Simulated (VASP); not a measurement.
A run of VASP 6.6.1:

Contents of INCAR:

```
SYSTEM = Si2Mo
PREC = Accurate ; ENCUT = 520
EDIFF = 1E-6 ; ISMEAR = 0
SIGMA = 0.1 ; LREAL = .False.
LASPH = .True. ; NELM = 100
ALGO = Normal ; ISIF = 2
LWAVE = .False. ; LCHARG = .True.
GGA = PS ; LELF = .True.
LVHAR = .True. ; NBANDS = 18
ISYM = 0
```

File KPOINTS:

```
Automatic mesh
0
Gamma
  9 9 15
  0 0 0
```

Contents of POSCAR:

```
Si2Mo
1.0
    4.5114403734      0.0000000000      0.0000000000
   -2.2557201867      3.9106920497      0.0000000000
    2.2557201867      0.0000000000      2.2557201867
Si Mo
2 1
Direct
    0.6649403283      0.3298806567      0.0000000000
    0.3350596717      0.6701193433      0.0000000000
    0.0000000000      0.0000000000      0.0000000000
```

Potentials or basis: VASP PAW PBE potentials, release 64 (Si, Mo_sv).

The run is started by

```sh
$ cat potpaw_PBE.64/Si/POTCAR potpaw_PBE.64/Mo_sv/POTCAR > POTCAR
$ mpirun -np 1 vasp_std > vasp.out
```

Hardware: 1 thread of AMD EPYC 9R45 96-Core Processor (Zen 5), on a shared host.

Problem. Estimate the wall time of this run.

Solution. Run time: 4.3 min on 1 thread of AMD EPYC 9R45 96-Core Processor (Zen 5) (shared host), peak memory 0.47 GiB. Counts: scf iterations 13, k points 608.
